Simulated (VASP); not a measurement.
# KMgF3: single point with PBE

Crystal: KMgF3.

```xyz
5
Lattice="4.0846 0.0000 0.0000 0.0000 4.0846 0.0000 0.0000 0.0000 4.0846" Properties=species:S:1:pos:R:3 pbc="T T T"
K     2.0423    2.0423    2.0423
Mg    0.0000    0.0000    0.0000
F     2.0423    0.0000    0.0000
F     0.0000    2.0423    0.0000
F     0.0000    0.0000    2.0423
```

- Program: VASP 6.6.1
- Task: single point
- Functional: PBE
- Potentials or basis: VASP PAW PBE potentials, release 64 (K_sv, Mg, F)
- Cutoff: 520 eV
- k mesh: 6 × 6 × 6
- Occupations: gaussian, width 0.01 eV
- Spin: no spin polarisation

```json
{"Pressure": "-1.8 GPa", "Band gap on the k mesh": "6.77 eV (least direct gap 7.09 eV)"}
```

Levels at points of the mesh, in eV from the valence-band top:
```csv
k point,band 12,band 13,band 14,band 15,band 16,band 17,band 18,band 19,band 20,band 21
"(0.00, 0.00, 0.00)",-0.56,-0.56,-0.32,-0.32,-0.32,6.77,9.97,9.97,12.04,12.04
"(0.50, 0.00, 0.00)",-0.78,-0.78,-0.76,-0.49,-0.49,9.66,9.72,10.92,12.46,12.46
"(0.50, 0.50, 0.00)",-0.92,-0.92,-0.83,-0.83,-0.02,10.47,11.33,11.95,11.95,12.52
"(0.50, 0.50, 0.50)",-1.06,-1.06,0.00,0.00,0.00,10.15,10.15,10.15,13.38,13.75
```

It took 32 s on 1 thread of Intel Xeon 8259CL, on a shared host, peak memory 0.18 GiB.

A k mesh can miss the band edges.
